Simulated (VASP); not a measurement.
Set up this calculation in VASP 6.6.1, as the native input.

```yaml
Task: single point
Functional: PBE
Potentials_or_basis: VASP PAW PBE potentials, release 64 (Ga_d, Cu, Se)
Cutoff: 520 eV
k_mesh: 4 × 4 × 4
Occupations: gaussian, width 0.1 eV
Spin: no spin polarisation
Dipole_correction: no
Further_INCAR_settings: ALGO = Normal; EDIFF = 1e-06; NBANDS = 46
```

The structure of GaCuSe2 lies in POSCAR:

```
GaCuSe2
1.0
   -2.8095500000      2.8095500000      5.5130000000
    2.8095500000     -2.8095500000      5.5130000000
    2.8095500000      2.8095500000     -5.5130000000
Ga Cu Se
2 2 4
Direct
    0.5000000000      0.5000000000      0.0000000000
    0.2500000000      0.7500000000      0.5000000000
    0.0000000000      0.0000000000      0.0000000000
    0.7500000000      0.2500000000      0.5000000000
    0.3750000000      0.3756200000      0.5006200000
    0.6243800000      0.1250000000      0.9993800000
    0.8750000000      0.8743800000      0.4993800000
    0.1256200000      0.6250000000      0.0006200000
```

The input as run:

INCAR

```
PREC = Accurate
ENCUT = 520
EDIFF = 1E-6
ISMEAR = 0
SIGMA = 0.1
LREAL = F
LASPH = T
NELM = 80
ALGO = Normal
ISIF = 2
LWAVE = F
LCHARG = F
GGA = PE
NBANDS = 46
```

KPOINTS

```
Automatic mesh
0
Gamma
  4 4 4
```

Potentials or basis: VASP PAW PBE potentials, release 64 (Ga_d, Cu, Se).

The run is started by

```console
$ cat potpaw_PBE.64/Ga_d/POTCAR potpaw_PBE.64/Cu/POTCAR potpaw_PBE.64/Se/POTCAR > POTCAR
$ mpirun -np 1 vasp_std > vasp.out
```

Results of the run:

```
Pressure               : 3.0 GPa
Largest force          : 0.373 eV/Å
Band gap on the k mesh : 0.25 eV, direct
```

Run time: 3.1 min on 1 thread of Intel(R) Xeon(R) Platinum 8488C (Sapphire Rapids), with other jobs on the host, peak memory 0.42 GiB.
